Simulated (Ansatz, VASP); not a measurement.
## One calculation of TiAl, two programs

```
Ti Al
1.0
     2.76894    0.00000    0.00000
     0.00000    2.76894    0.00000
     0.00000    0.00000    3.99772
Ti Al
1 1
Cartesian
  1.3845 1.3845 1.9989
  0.0000 0.0000 0.0000
```

Alike in both runs: functional LDA; k mesh 12 × 12 × 10; occupations fermi-dirac, width 0.15 eV; no spin polarisation.

Ansatz relaxed the structure, and its values are those at the end. VASP's run is a single point on that final structure, the one shown.

|  | VASP | Ansatz |
| --- | --- | --- |
| version | VASP 6.6.1 | Ansatz 0.2.0 |
| potentials or method | VASP PAW LDA potentials, release 64 (Ti_sv, Al), cutoff 520 eV | scalar-relativistic, plane waves, PAW |
| valence electrons in the cell | 15 | 15 |

Ansatz gave:

```
gap on the k mesh at the Fermi level (eV) : none
pressure (GPa)                            : 0.0
```

Problem. Which values does VASP return?

Solution. gap on the k mesh at the Fermi level (eV): none; pressure (GPa): 0.2.

Ansatz warns that its potentials were made for another functional, while VASP's fit it. LDA's correlation is that of Perdew and Zunger in VASP and of Perdew and Wang (1992) in Ansatz. A gap of «none» marks a metal or a gap that the smearing closes.
